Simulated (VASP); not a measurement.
Wanted: the native input for a VASP 6.6.1 run.

```
Task                   : single point
Functional             : r2SCAN
Potentials or basis    : VASP PAW PBE potentials, release 64 (N, Ga_d, Sb)
Cutoff                 : 520 eV
k mesh                 : 8 × 8 × 8
Occupations            : fermi-dirac, width 0.02 eV
Spin                   : no spin polarisation
Dipole correction      : no
Further INCAR settings : ALGO = Normal; EDIFF = 1e-06; NBANDS = 46
```

Crystal: Ga4SbN3.

```xyz
8
Lattice="-2.4897 2.4897 4.7698 2.4897 -2.4897 4.7698 2.4897 2.4897 -4.7698" Properties=species:S:1:pos:R:3 pbc="T T T"
N     2.4897    0.0000    2.3849
N     0.0000    0.0000    4.7698
N     0.0000    2.4897    2.3849
Ga   -1.0352    1.0352    6.1224
Ga    1.4545    1.4545   -1.3526
Ga    1.0352   -1.0352    6.1224
Ga    1.0352    1.0352    3.4173
Sb    0.0000    0.0000    0.0000
```

These files were run (other wordings do the same):

POSCAR

```
Ga4SbN3
1.0
   -2.4897316218      2.4897316218      4.7698295161
    2.4897316218     -2.4897316218      4.7698295161
    2.4897316218      2.4897316218     -4.7698295161
N Ga Sb
3 4 1
Direct
    0.2500000000      0.7500000000      0.5000000000
    0.5000000000      0.5000000000      0.0000000000
    0.7500000000      0.2500000000      0.5000000000
    0.8496740990      0.4338925041      0.0000000000
    0.1503259010      0.1503259010      0.5842184051
    0.4338925041      0.8496740990      0.0000000000
    0.5661074959      0.5661074959      0.4157815949
    0.0000000000      0.0000000000      0.0000000000
```

INCAR.step1

```
PREC = Accurate
ENCUT = 520
ISMEAR = -1
SIGMA = 0.02
LREAL = False
LASPH = True
NELM = 80
NBANDS = 46
GGA = PE
ALGO = Normal
EDIFF = 1E-4
LWAVE = True
LCHARG = False
```

INCAR.step2

```
PREC = Accurate
ENCUT = 520
EDIFF = 1E-6
ISMEAR = -1
SIGMA = 0.02
LREAL = False
LASPH = True
NELM = 80
ALGO = Normal
ISIF = 2
LWAVE = False
LCHARG = True
METAGGA = R2SCAN
LMIXTAU = True
LELF = True
LVHAR = True
NBANDS = 46
ISTART = 1
```

KPOINTS

```
regular mesh
0
Gamma
  8 8 8
```

Potentials or basis: VASP PAW PBE potentials, release 64 (N, Ga_d, Sb).

Run with:

```bash
$ cat potpaw_PBE.64/N/POTCAR potpaw_PBE.64/Ga_d/POTCAR potpaw_PBE.64/Sb/POTCAR > POTCAR
$ cp INCAR.step1 INCAR
$ mpirun -np 1 vasp_std > vasp.out
$ cp INCAR.step2 INCAR
$ mpirun -np 1 vasp_std > vasp.out
```

Results of the run:

The pressure is 0.5 GPa, the largest force is 0.017 eV/Å and the band gap on the k mesh is zero (bands 36 and 37 overlap by 0.11 eV).

Caveat: semilocal functionals underestimate gaps, and a narrow one can read as zero; the PAW data sets were made with another functional, which shifts forces and pressure a little; spin-orbit coupling is left out, which moves the levels of the heavy elements.

It took 16 min on 1 thread of Intel(R) Xeon(R) 6975P-C (Granite Rapids), on a shared host, peak memory 0.51 GiB.
